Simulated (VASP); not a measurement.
# BN in VASP: further runs

BN is run at these levels: PBE-based global hybrid with 25 % exact exchange, PBE-based global hybrid with 35 % exact exchange, revPBE+D3(BJ); tasks: single point, relaxation of the atoms.

All numbers are computed with VASP 6.6.1; they aren't measurements. Logs are shortened: lines on timing, memory, paths and dates and some standing lists are left out, and cuts for length are marked.

**1. The cell of the first run**

It takes space group F-43m (No. 216, cubic). Conventional cell: a = 3.626 Å, b = 3.626 Å, c = 3.626 Å, α = 90.00°, β = 90.00°, γ = 90.00°. N (site symmetry -43m) has 4 B at 1.57 Å within 2.1 Å. B (site symmetry -43m) has 4 N at 1.57 Å within 2.1 Å.

**2. Single point, PBE-based global hybrid with 25 % exact exchange**

POSCAR reads:

```
BN
1.0
    0.0000000000      1.8130010000      1.8130010000
    1.8130010000      0.0000000000      1.8130010000
    1.8130010000      1.8130010000      0.0000000000
N B
1 1
Direct
    0.2500000000      0.2500000000      0.2500000000
    0.0000000000      0.0000000000      0.0000000000
```

INCAR.step1 reads:

```
SYSTEM = BN
PREC = Accurate ; ENCUT = 520
EDIFF = 1E-5 ; ISMEAR = -1
SIGMA = 0.05 ; LREAL = .False.
LASPH = .True. ; NELM = 60
ALGO = Normal ; ISIF = 2
LWAVE = .True. ; LCHARG = .False.
GGA = PE ; NBANDS = 11
```

INCAR.step2 reads:

```
SYSTEM = BN
PREC = Accurate ; ENCUT = 520
EDIFF = 1E-7 ; ISMEAR = -1
SIGMA = 0.05 ; LREAL = .False.
LASPH = .True. ; NELM = 60
ALGO = Normal ; ISIF = 2
LWAVE = .False. ; LCHARG = .False.
GGA = PE ; LHFCALC = .True.
AEXX = 0.25 ; PRECFOCK = Normal
ISTART = 1 ; NBANDS = 11
```

KPOINTS reads:

```
Automatic mesh
0
Gamma
  7 7 7
  0 0 0
```

Potentials or basis: VASP PAW PBE potentials, release 64 (N, B).

Started as:

```
> cat potpaw_PBE.64/N/POTCAR potpaw_PBE.64/B/POTCAR > POTCAR
> cp INCAR.step1 INCAR
> mpirun -np 1 vasp_std > vasp.out
> cp INCAR.step2 INCAR
> mpirun -np 1 vasp_std > vasp.out
```

OUTCAR:

```text
SYSTEM = BN
   PREC = Accurate
   ENCUT = 520
   EDIFF = 1E-7
   ISMEAR = -1
   LREAL = .False.
   LASPH = .True.
   NELM = 60
   ISIF = 2
   GGA = PE
   LHFCALC = .True.
   AEXX = 0.25
   PRECFOCK = Normal
   ISTART = 1

 ion  position               nearest neighbor table
   1  0.250  0.250  0.250-   2 1.57   2 1.57   2 1.57   2 1.57
   2  0.000  0.000  0.000-   1 1.57   1 1.57   1 1.57   1 1.57

  LATTYP: Found a face centered cubic cell.
 ALAT       =     3.6260020000

  Lattice vectors:

 A1 = (   0.0000000000,   1.8130010000,   1.8130010000)
 A2 = (   1.8130010000,   0.0000000000,   1.8130010000)
 A3 = (   1.8130010000,   1.8130010000,   0.0000000000)

Analysis of symmetry for initial positions (statically):
=====================================================================
 Subroutine PRICEL returns:
 Original cell was already a primitive cell.

 Routine SETGRP: Setting up the symmetry group for a
 face centered cubic supercell.

 Subroutine GETGRP returns: Found 24 space group operations
 (whereof 24 operations were pure point group operations)
 out of a pool of 48 trial point group operations.

The static configuration has the point symmetry T_d .

Analysis of symmetry for dynamics (positions and initial velocities):
=====================================================================
 Subroutine PRICEL returns:
 Original cell was already a primitive cell.

 Routine SETGRP: Setting up the symmetry group for a
 face centered cubic supercell.

 Subroutine GETGRP returns: Found 24 space group operations
 (whereof 24 operations were pure point group operations)
 out of a pool of 48 trial point group operations.

The dynamic configuration has the point symmetry T_d .

 Subroutine INISYM returns: Found 24 space group operations
 (whereof 24 operations are pure point group operations),
 and found     1 'primitive' translations

----------------------------------------------------------------------------------------

                                     Primitive cell

  volume of cell :      11.9186

  direct lattice vectors                    reciprocal lattice vectors
     0.000000000  1.813001000  1.813001000    -0.275785838  0.275785838  0.275785838
     1.813001000  0.000000000  1.813001000     0.275785838 -0.275785838  0.275785838
     1.813001000  1.813001000  0.000000000     0.275785838  0.275785838 -0.275785838

  length of vectors
     2.563970603  2.563970603  2.563970603     0.477675083  0.477675083  0.477675083

  position of ions in fractional coordinates (direct lattice)
     0.250000000  0.250000000  0.250000000
     0.000000000  0.000000000  0.000000000
[... 89 lines left out ...]
   IALGO  =     38    algorithm
   IMIX   =      1    mixing-type and parameters
     AMIX     =   0.40;   BMIX     =  1.00
     AMIX_MAG =   1.60;   BMIX_MAG =  1.00
  volume/ion in A,a.u.               =       5.96        40.22
  Fermi-wavevector in a.u.,A,eV,Ry     =   1.433387  2.708709 27.954506  2.054598
  Thomas-Fermi vector in A             =   2.552911
   LORBIT       =      0    0 simple, 1 ext, 2 COOP (PROOUT), +10 PAW based schemes
   GGA     = PE    functional components
   LHFCALC =     T    Hartree Fock is set to
   PRECFOCK=normal    Normal, Fast or Accurate (Low or Medium for compatibility)
   ENCUT4O =  -1.0   cutoff for four orbital integrals eV
   NKREDX  =     1    reduce k-point grid by
   NKREDY  =     1    reduce k-point grid by
   NKREDZ  =     1    reduce k-point grid by
   AEXX    =    0.2500 exact exchange contribution
   HFSCREEN=    0.0000 screening length (either q_TF or 0.3 A-1)
   HFSCREENC=   0.0000 screening length for correlation (either q_TF or 0.3 A-1)
   ENCUTFOCK=  -1.0 apply spherical cutoff to Coloumb kernel
   IVDW    =     0    specifies the selected vdW correction
   LEPSILON=     F    determine dielectric tensor
   LRPA    =     F    only Hartree local field effects (RPA)
 non-spin polarized calculation
  energy-cutoff  :      520.00
  volume of cell :       11.92
 maximum number of plane-waves:       331
  NGX = 16; NGY = 16; NGZ = 16

 number of electron       7.9999999 magnetization

 Free energy of the ion-electron system (eV)
  ---------------------------------------------------
  ext. energy  EPLUGINS =         0.00000000
  ---------------------------------------------------
  free energy    TOTEN  =       -21.27844421 eV

  energy without entropy =      -21.27844421  energy(sigma->0) =      -21.27844421

 E-fermi :   7.0630     XC(G=0): -10.0397

 val. band max:        6.0421247251   @ k =   0.0000   0.0000   0.0000
 cond. band min:      12.8548737160   @ k =   0.4286   0.4286   0.0000
 fundamental gap:      6.8127489909
 Fermi energy:         7.0630162856

 k-point     1 :       0.0000    0.0000    0.0000
  band No.  band energies     occupation
      1     -15.9848      2.00000
      2       6.0421      2.00000
      3       6.0421      2.00000
      4       6.0421      2.00000
      5      17.3263      0.00000
      6      17.3263      0.00000
      7      17.3263      0.00000
      8      18.8060      0.00000
      9      33.3865      0.00000
     10      36.4854      0.00000
     11      36.4854      0.00000
[... 253 lines left out ...]
 k-point    20 :      -0.2857    0.4286    0.1429
  band No.  band energies     occupation
      1      -9.9060      2.00000
      2      -2.6020      2.00000
      3      -1.9887      2.00000
      4       0.5856      2.00000
      5      17.2181      0.00000
      6      21.8337      0.00000
      7      23.4760      0.00000
      8      24.7397      0.00000
      9      27.6413      0.00000
     10      34.7501      0.00000
     11      37.3372      0.00000

------------------------ aborting loop because EDIFF is reached ----------------------------------------

  FORCE on cell =-STRESS in cart. coord.  units (eV):
  Direction    XX          YY          ZZ          XY          YZ          ZX
  --------------------------------------------------------------------------------------
  -------------------------------------------------------------------------------------
  Total       -0.6740547     -0.6740547     -0.6740547      0.0000000      0.0000000      0.0000000
  in kB      -90.6111348    -90.6111348    -90.6111348      0.0000000      0.0000000      0.0000000
  external PRESSURE =     -90.6111348 kB  Pullay stress =       0.0000000 kB

 VOLUME and BASIS-vectors are now :
 -----------------------------------------------------------------------------
  energy-cutoff  :      520.00
  volume of cell :       11.92
      direct lattice vectors                 reciprocal lattice vectors
     0.000000000  1.813001000  1.813001000    -0.275785838  0.275785838  0.275785838
     1.813001000  0.000000000  1.813001000     0.275785838 -0.275785838  0.275785838
     1.813001000  1.813001000  0.000000000     0.275785838  0.275785838 -0.275785838

 POSITION                                       TOTAL-FORCE (eV/Angst)
 -----------------------------------------------------------------------------------
      0.90650      0.90650      0.90650         0.000000      0.000000      0.000000
      0.00000      0.00000      0.00000        -0.000000     -0.000000     -0.000000
 -----------------------------------------------------------------------------------
    total drift:                                0.000000      0.000000      0.000000

  FREE ENERGIE OF THE ION-ELECTRON SYSTEM (eV)
  ---------------------------------------------------
  free  energy   TOTEN  =       -21.2784442064 eV

  energy  without entropy=      -21.2784442064  energy(sigma->0) =      -21.27844421
```

It took 13 min on 1 thread of Intel Xeon 8259CL, shared host; peak memory 0.1 GiB.

What came out:

```yaml
Free_energy: -21.2784 eV
Pressure: -9.1 GPa
Band_gap_on_the_k_mesh: 6.81 eV (least direct gap 11.28 eV)
```

Levels at points of the mesh, in eV from the valence-band top:
| k point | band 1 | band 2 | band 3 | band 4 | band 5 | band 6 | band 7 | band 8 | band 9 |
| --- | --- | --- | --- | --- | --- | --- | --- | --- | --- |
| (0.00, 0.00, 0.00) | -22.03 | 0.00 | 0.00 | 0.00 | 11.28 | 11.28 | 11.28 | 12.76 | 27.34 |

Caveat: the k points lie up to 0.43 Å⁻¹ apart; the PAW data sets were made with another functional, which shifts forces and pressure a little; an odd mesh through Γ misses points on the zone boundary, where band edges can lie.

**3. Single point, PBE-based global hybrid with 35 % exact exchange**

POSCAR is that of step 2.

INCAR.step1 reads:

```
SYSTEM = BN
PREC = Accurate
ENCUT = 520
EDIFF = 1E-5
ISMEAR = -1
SIGMA = 0.05
LREAL = .FALSE.
LASPH = .TRUE.
NELM = 60
ALGO = Normal
ISIF = 2
LWAVE = .TRUE.
GGA = PE
NBANDS = 11
```

INCAR.step2 reads:

```
SYSTEM = BN
PREC = Accurate
ENCUT = 520
EDIFF = 1E-6
ISMEAR = -1
SIGMA = 0.05
LREAL = .FALSE.
LASPH = .TRUE.
NELM = 60
ALGO = Normal
ISIF = 2
LWAVE = .FALSE.
LCHARG = .TRUE.
GGA = PE
LHFCALC = .TRUE.
AEXX = 0.35
PRECFOCK = Normal
LELF = .TRUE.
LVHAR = .TRUE.
ISTART = 1
NBANDS = 11
```

KPOINTS reads:

```
Automatic mesh
0
G
  7 7 7
  0 0 0
```

Potentials or basis: VASP PAW PBE potentials, release 64 (N, B).

Started as:

```
> cat potpaw_PBE.64/N/POTCAR potpaw_PBE.64/B/POTCAR > POTCAR
> cp INCAR.step1 INCAR
> mpirun -np 1 vasp_std > vasp.out
> cp INCAR.step2 INCAR
> mpirun -np 1 vasp_std > vasp.out
```

It took 6.7 min on 1 thread of Intel Xeon 8259CL, shared host; peak memory 0.1 GiB.

The run converged. Its results:

* Free energy: -22.8247 eV
* Pressure: -12.5 GPa
* Band gap on the k mesh: 7.67 eV (least direct gap 12.30 eV)

Levels at points of the mesh, in eV from the valence-band top:
```
           k point  band 2  band 3  band 4  band 5  band 6  band 7
(0.00, 0.00, 0.00)    0.00    0.00    0.00   12.30   12.30   12.30
```

Caveat: the k points lie up to 0.43 Å⁻¹ apart; the PAW data sets were made with another functional, which shifts forces and pressure a little; an odd mesh through Γ misses points on the zone boundary, where band edges can lie.

**4. Relaxation of the atoms, revPBE+D3(BJ), collinear spin, zero start (atoms moved at random)**

INCAR reads:

```
  ALGO = Normal
  EDIFF = 1E-7
  EDIFFG = -0.01
  ENCUT = 520
  GGA = RE
  IBRION = 2
  ISIF = 2
  ISMEAR = -1
  ISPIN = 2
  IVDW = 12
  LASPH = True
  LCHARG = False
  LORBIT = 11
  LREAL = False
  LWAVE = False
  MAGMOM = 0 0
  NELM = 150
  NSW = 60
  PREC = Accurate
  SIGMA = 0.1
```

KPOINTS reads:

```
k-points
0
Gamma
  10 10 10
```

POSCAR reads:

```
BN
1.0
    0.0000000000      1.8130010000      1.8130010000
    1.8130010000      0.0000000000      1.8130010000
    1.8130010000      1.8130010000      0.0000000000
N B
1 1
Direct
    0.2300510000      0.2392670000      0.2764040000
    0.0126490000     -0.0245300000      0.0182390000
```

Started as:

```
> cat potpaw_PBE.64/N/POTCAR potpaw_PBE.64/B/POTCAR > POTCAR
> mpirun -np 1 vasp_std > vasp.out
```

Run time: 5 min. Hardware: 1 thread of Oxide Virtual Turin-like, shared host; peak memory 0.16 GiB.

The run converged. Its results:

| Quantity | Value |
| --- | --- |
| Free energy | -17.6261 eV |
| Energy gained by relaxing | 25.3 meV/atom |
| Ionic steps | 5 |
| Pressure after relaxing | -7.2 GPa |
| Band gap on the k mesh | 4.47 eV (least direct gap 8.82 eV) |
| Net moment | 0.00 μB per cell |
| Valence electrons inside the program's atomic spheres | N 3.97; B 2.02 |
| Dispersion energy per atom | -0.427 eV |

Forces on the atoms (eV/Å):
```
N    0.002 -0.002 -0.001
B   -0.002  0.002  0.001
```

The path:
```
step  energy change (eV)  largest force (eV/Å)  pressure (GPa)
   1              0.0000                1.3923           -6.00
   2              0.0059                1.7896           -5.84
   3             -0.0505                0.0616           -7.19
   4             -0.0505                0.0667           -7.19
   5             -0.0506                0.0029           -7.19
```

Final structure:
```xyz
2
Lattice="0.0000 1.8130 1.8130 1.8130 0.0000 1.8130 1.8130 1.8130 0.0000" Properties=species:S:1:pos:R:3 pbc="T T T"
N     0.9150    0.9404    0.8679
B     1.8215    1.8468    3.5874
```

Levels at points of the mesh, in eV from the valence-band top:
Spin up:
| k point | band 1 | band 2 | band 3 | band 4 | band 5 | band 6 | band 7 | band 8 |
| --- | --- | --- | --- | --- | --- | --- | --- | --- |
| (0.00, 0.00, 0.00) | -20.18 | 0.00 | 0.00 | 0.00 | 8.82 | 8.82 | 8.82 | 10.19 |
| (0.50, 0.00, 0.00) | -16.02 | -10.62 | -1.92 | -1.92 | 10.02 | 10.69 | 10.69 | 15.24 |
| (0.00, 0.50, 0.00) | -16.02 | -10.62 | -1.92 | -1.92 | 10.02 | 10.69 | 10.69 | 15.24 |
| (0.00, 0.00, 0.50) | -16.02 | -10.62 | -1.92 | -1.92 | 10.02 | 10.69 | 10.69 | 15.24 |
| (0.50, 0.50, 0.50) | -16.02 | -10.62 | -1.92 | -1.92 | 10.02 | 10.69 | 10.69 | 15.24 |
| (0.50, 0.50, 0.00) | -14.66 | -8.88 | -4.86 | -4.86 | 4.47 | 9.19 | 17.87 | 17.87 |
| (0.00, 0.50, 0.50) | -14.66 | -8.88 | -4.86 | -4.86 | 4.47 | 9.19 | 17.87 | 17.87 |
| (0.50, 0.00, 0.50) | -14.66 | -8.88 | -4.86 | -4.86 | 4.47 | 9.19 | 17.87 | 17.87 |
Spin down:
| k point | band 1 | band 2 | band 3 | band 4 | band 5 | band 6 | band 7 | band 8 |
| --- | --- | --- | --- | --- | --- | --- | --- | --- |
| (0.00, 0.00, 0.00) | -20.18 | 0.00 | 0.00 | 0.00 | 8.82 | 8.82 | 8.82 | 10.19 |
| (0.50, 0.00, 0.00) | -16.02 | -10.62 | -1.92 | -1.92 | 10.02 | 10.69 | 10.69 | 15.24 |
| (0.00, 0.50, 0.00) | -16.02 | -10.62 | -1.92 | -1.92 | 10.02 | 10.69 | 10.69 | 15.24 |
| (0.00, 0.00, 0.50) | -16.02 | -10.62 | -1.92 | -1.92 | 10.02 | 10.69 | 10.69 | 15.24 |
| (0.50, 0.50, 0.50) | -16.02 | -10.62 | -1.92 | -1.92 | 10.02 | 10.69 | 10.69 | 15.24 |
| (0.50, 0.50, 0.00) | -14.66 | -8.88 | -4.86 | -4.86 | 4.47 | 9.19 | 17.87 | 17.87 |
| (0.00, 0.50, 0.50) | -14.66 | -8.88 | -4.86 | -4.86 | 4.47 | 9.19 | 17.87 | 17.87 |
| (0.50, 0.00, 0.50) | -14.66 | -8.88 | -4.86 | -4.86 | 4.47 | 9.19 | 17.87 | 17.87 |

Caveat: the cell differs from its parent crystal (atoms moved at random); the PAW data sets were made with another functional, which shifts forces and pressure a little.

**5. The runs side by side**

```csv
task,level,spin,cell,k mesh,smearing,grid for exact exchange (PRECFOCK),share of exact exchange,gap on the mesh (eV),pressure (GPa)
single point,PBE-based global hybrid with 25 % exact exchange,off,"as given, atomic positions A",7 × 7 × 7,fermi-dirac 0.05 eV,Normal,0.25,6.81,-9.1
single point,PBE-based global hybrid with 35 % exact exchange,off,"as given, atomic positions A",7 × 7 × 7,fermi-dirac 0.05 eV,Normal,0.35,7.67,-12.5
relaxation of the atoms,revPBE+D3(BJ),"collinear, zero start","atoms relaxed, atomic positions B",10 × 10 × 10,fermi-dirac 0.1 eV,-,-,4.47,-7.2
```

Alike in all rows: potentials or basis VASP PAW PBE potentials, release 64 (N, B); cutoff (eV) 520.

Caveats: some runs use coarse meshes; the PAW data sets were made with another functional, which shifts forces and pressure a little; an odd mesh through Γ misses points on the zone boundary, where band edges can lie (at least some runs).

Absolute energies hang on the potentials; compare differences alone.
